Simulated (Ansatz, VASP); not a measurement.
**One calculation of BC5, two programs**

The input INCAR:

```
PREC = Accurate ; ENCUT = 520
EDIFF = 1E-6 ; ISMEAR = 0
SIGMA = 0.1 ; LREAL = False
LASPH = True ; NELM = 150
ALGO = Normal ; ISIF = 2
LWAVE = False ; LCHARG = False
ISPIN = 2 ; MAGMOM = 0 1 1 1 1 1
LORBIT = 11 ; GGA = PE
NBANDS = 24
```

File KPOINTS:

```
Automatic mesh
0
Gamma
  6 6 4
```

The input POSCAR:

```
BC5
1.0
    2.4514295200     -2.6817684400      0.0000000000
    2.4514295200      2.6817684400      0.0000000000
    0.0000000000      0.0000000000      5.6904561800
B C
1 5
Direct
    0.5000000000      0.5000000000      0.0000000000
    0.1836693800      0.8163306200      0.0000000000
    0.8163306200      0.1836693800      0.0000000000
    0.7109521000      0.7109521000      0.5000000000
    0.2890479000      0.2890479000      0.5000000000
    0.0000000000      0.0000000000      0.5000000000
```

Input for Ansatz:

```yaml
crystal:
  lattice:
    - [2.45142952, -2.68176844, 0.0]
    - [2.45142952, 2.68176844, 0.0]
    - [0.0, 0.0, 5.69045618]
  atoms:
    - { symbol: B, position: [0.5, 0.5, 0.0] }
    - { symbol: C, position: [0.18366938, 0.81633062, 0.0], spin: 1.0 }
    - { symbol: C, position: [0.81633062, 0.18366938, 0.0], spin: 1.0 }
    - { symbol: C, position: [0.7109521, 0.7109521, 0.5], spin: 1.0 }
    - { symbol: C, position: [0.2890479, 0.2890479, 0.5], spin: 1.0 }
    - { symbol: C, position: [0.0, 0.0, 0.5], spin: 1.0 }
basis:
  ecutwfc: 420
kpoints:
  mp_grid: { grid: [6, 6, 4] }
hamiltonian:
  xc: pbe
scf:
  occupations: { method: gaussian, width: 0.1 }
  lower_state_search: "off"
output:
  forces: true
  stress: true
  eigenvalues: true
  populations: true
magnetization:
  spin_polarized: true
```

Alike in both runs: task single point; functional PBE; k mesh 6 × 6 × 4; occupations gaussian, width 0.1 eV; collinear spin.

|  | VASP | Ansatz |
| --- | --- | --- |
| version | VASP 6.6.1 | Ansatz 0.2.0 |
| potentials or method | VASP PAW PBE potentials, release 64 (B, C), cutoff 520 eV | scalar-relativistic, plane waves, PAW |
| valence electrons in the cell | 23 | 23 |

|  | VASP | Ansatz | Ansatz less VASP |
| --- | --- | --- | --- |
| gap on the k mesh at the Fermi level (eV) | none | none | - |
| rms of the force components (eV/Å) | 1.165 | 1.179 | +0.0146 |
| net moment per atom (μB) | 0.10 | 0.10 | -0.007 |
| size of the moment on the site where the two differ most (μB) | 0.17 | 0.15 | -0.018 |

Site moments also hang on the region over which each program counts them. Atom by atom the forces differ by 0.015 eV/Å (rms over components). A gap of «none» marks a metal or a gap that the smearing closes.
